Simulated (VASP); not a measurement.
Write the native input for VASP 6.6.1 that does the following.

```yaml
Task: relaxation of the atoms
Functional: PBEsol
Potentials_or_basis: VASP PAW PBE potentials, release 64 (Ca_sv, Se)
Cutoff: 520 eV
k_mesh: 6 × 6 × 6
Occupations: gaussian, width 0.01 eV
Spin: no spin polarisation
Dipole_correction: no
Further_INCAR_settings: ALGO = Normal; EDIFF = 1e-06; IBRION = 2; EDIFFG = -0.002; NSW = 50
```

The structure of CaSe lies in POSCAR:

```
CaSe
1.0
    0.0146722699      2.9417901226      2.9417901226
    2.9417901226      0.0146722699      2.9417901226
    2.9417901226      2.9417901226      0.0146722699
Ca Se
1 1
Direct
    0.0000000000      0.0000000000      0.0000000000
    0.5000000000      0.5000000000      0.5000000000
```

This cell differs from its parent crystal: equal xy, yz and zx engineering shears of +0.5 %.

The input as run:

INCAR

```
SYSTEM = CaSe
ALGO = Normal
EDIFF = 1E-6
EDIFFG = -0.002
ENCUT = 520
GGA = PS
IBRION = 2
ISIF = 2
ISMEAR = 0
LASPH = .True.
LCHARG = .False.
LREAL = .False.
LWAVE = .False.
NELM = 60
NSW = 50
PREC = Accurate
SIGMA = 0.01
```

KPOINTS

```
k-points
0
Gamma
  6 6 6
  0 0 0
```

Potentials or basis: VASP PAW PBE potentials, release 64 (Ca_sv, Se).

Command:

```bash
$ cat potpaw_PBE.64/Ca_sv/POTCAR potpaw_PBE.64/Se/POTCAR > POTCAR
$ mpirun -np 1 vasp_std > vasp.out
```

Results of the run:

```yaml
Pressure_after_relaxing: 0.2 GPa
Band_gap_on_the_k_mesh: 1.85 eV (least direct gap 2.81 eV)
```

Caveat: the cell differs from its parent crystal (equal xy, yz and zx engineering shears of +0.5 %); the PAW data sets were made with another functional, which shifts forces and pressure a little.

Run time: 18 s on 1 thread of Intel Xeon 8259CL (shared host), peak memory 0.18 GiB.
